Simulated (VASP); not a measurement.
## MgS: single point with r2SCAN

MgS:

```xyz
2
Lattice="0.0000 2.8309 2.8309 2.8309 0.0000 2.8309 2.8309 2.8309 0.0000" Properties=species:S:1:pos:R:3 pbc="T T T"
Mg    0.0000    0.0000    0.0000
S     4.2463    4.2463    4.2463
```

```json
{
 "Program": "VASP 6.6.1",
 "Task": "single point",
 "Functional": "r2SCAN",
 "Potentials or basis": "VASP PAW PBE potentials, release 64 (Mg, S)",
 "Cutoff": "520 eV",
 "k mesh": "8 × 8 × 8",
 "Occupations": "fermi-dirac, width 0.02 eV",
 "Spin": "no spin polarisation"
}
```

* Pressure: -0.3 GPa
* Band gap on the k mesh: 4.13 eV, direct

Levels at points of the mesh, in eV from the valence-band top:
| k point | band 2 | band 3 | band 4 | band 5 | band 6 | band 7 |
| --- | --- | --- | --- | --- | --- | --- |
| (0.00, 0.00, 0.00) | 0.00 | 0.00 | 0.00 | 4.13 | 8.59 | 8.59 |
| (0.50, 0.00, 0.00) | -3.15 | -0.33 | -0.33 | 5.79 | 8.21 | 8.21 |
| (0.50, 0.50, 0.00) | -2.82 | -1.05 | -1.05 | 4.32 | 6.26 | 12.13 |

It took 37 s on 1 thread of AMD EPYC 9R45 96-Core Processor (Zen 5), on a shared host, peak memory 0.14 GiB.

Caveat: the PAW data sets were made with another functional, which shifts forces and pressure a little. A k mesh can miss the band edges.
